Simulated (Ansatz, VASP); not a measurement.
Two plane-wave programs on TaSi2

```
CELL_PARAMETERS angstrom
4.80604 0.00000 0.00000
-2.40302 4.16216 0.00000
0.00000 0.00000 6.59752
ATOMIC_POSITIONS crystal
Ta 0.50000 0.00000 0.50000
Ta 0.50000 0.50000 0.83333
Ta 0.00000 0.50000 0.16667
Si 0.15890 0.31781 0.50000
Si 0.84110 0.15890 0.83333
Si 0.68219 0.84110 0.16667
Si 0.84110 0.68219 0.50000
Si 0.15890 0.84110 0.83333
Si 0.31781 0.15890 0.16667
```

Alike in both runs: functional PBE; k mesh 6 × 6 × 6; occupations gaussian, width 0.1 eV; no spin polarisation.

Ansatz relaxed the structure, and its values are those at the end. VASP's run is a single point on that final structure, the one shown.

```csv
,VASP,Ansatz
version,VASP 6.6.1,Ansatz 0.2.0
potentials or method,"VASP PAW PBE potentials, release 64 (Ta_pv, Si), cutoff 520 eV","scalar-relativistic, plane waves, PAW"
valence electrons in the cell,57,63
```

```csv
,VASP,Ansatz,Ansatz less VASP
gap on the k mesh at the Fermi level (eV),none,none,-
pressure (GPa),0.1,0.0,-0.09
```

A gap of «none» marks a metal or a gap that the smearing closes. With one functional, cell and mesh, what is left measures potentials, basis and numerics. VASP's potentials hold 57 valence electrons a cell and Ansatz's 63, so a difference there can come from the potentials and not from the codes.

Neither program's run includes spin-orbit coupling.
